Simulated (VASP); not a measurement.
Runs of VASP 6.6.1 on Ir. The structure is that of space group I4/mmm (No. 139), or close to it. The cells are those of the table. 

```tsv
cell	gap on the mesh (eV)	pressure (GPa)
a = 2.794, b = 2.794, c = 2.571 Å, angles 62.6, 62.6, 54.8°, 1 atom	none	19.6
a = 2.654, b = 2.654, c = 3.177 Å, angles 53.2, 53.2, 73.5°, 1 atom	none	(a)
a = 2.707, b = 2.707, c = 3.029 Å, angles 56.0, 56.0, 68.0°, 1 atom	none	(b)
a = 2.636, b = 2.636, c = 2.950 Å, angles 56.0, 56.0, 68.0°, 1 atom	none	23.5
a = 2.761, b = 2.761, c = 2.616 Å, angles 61.7, 61.7, 56.5°, 1 atom	none	15.9
```

Alike in all rows: task single point; level PBE; potentials or basis VASP PAW PBE potentials, release 64 (Ir); no spin polarisation; k mesh 22 × 22 × 22; cutoff (eV) 520; smearing gaussian 0.15 eV.

Task: Estimate the missing entries.

Result: (a) 17.0; (b) -4.9.

Caveats: spin-orbit coupling is left out, which moves the levels of the heavy elements; the stress differs along the axes, from -19 to 39 GPa (at least some runs); the stress differs along the axes, from -6 to 29 GPa (at least some runs); the stress differs along the axes, from -18 to 20 GPa (at least some runs); the stress differs along the axes, from 8 to 55 GPa (at least some runs); the stress differs along the axes, from -11 to 29 GPa (at least some runs).

A k mesh can miss the band edges, and the runs leave out spin-orbit coupling on Ir.

A gap of «none» marks levels without a gap at the run's occupations.
